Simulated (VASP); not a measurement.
A run of VASP 6.6.1 is set up as follows.

INCAR

```
SYSTEM = Hf2TiN3
PREC = Accurate
ENCUT = 520
EDIFF = 1E-6
ISMEAR = 0
SIGMA = 0.1
LREAL = .False.
LASPH = .True.
NELM = 150
ALGO = Normal
ISIF = 2
LWAVE = .False.
LCHARG = .False.
ISPIN = 2
MAGMOM = 0 0 1 0 0 0
LORBIT = 11
LMAXMIX = 4
GGA = PE
NBANDS = 36
```

File KPOINTS:

```
Automatic mesh
0
Gamma
  8 8 8
  0 0 0
```

Contents of POSCAR:

```
Hf2TiN3
1.0
   -1.5794848000      1.5794848000      6.7239951000
    1.5794848000     -1.5794848000      6.7239951000
    1.5794848000      1.5794848000     -6.7239951000
Hf Ti N
2 1 3
Direct
    0.6594420000      0.6594420000      0.0000000000
    0.3405580000      0.3405580000      0.0000000000
    0.0000000000      0.0000000000      0.0000000000
    0.1668670000      0.1668670000      0.0000000000
    0.8331330000      0.8331330000      0.0000000000
    0.5000000000      0.5000000000      0.0000000000
```

Potentials or basis: VASP PAW PBE potentials, release 64 (Hf_pv, Ti_sv, N).

Launch:

```console
$ cat potpaw_PBE.64/Hf_pv/POTCAR potpaw_PBE.64/Ti_sv/POTCAR potpaw_PBE.64/N/POTCAR > POTCAR
$ mpirun -np 1 vasp_std > vasp.out
```

Problem. What does it give for the net moment?

Solution. 0.00 μB per cell.

Problem. Predict the largest force.

Solution. 0.034 eV/Å.

Problem. Predict the pressure.

Solution. -1.5 GPa.

Forces in eV/Å, atoms in the order of the input:
```
Hf   0.000  0.000 -0.026
Hf   0.000  0.000  0.026
Ti   0.000  0.000  0.000
N    0.000  0.000  0.034
N    0.000  0.000 -0.034
N    0.000  0.000  0.000
```
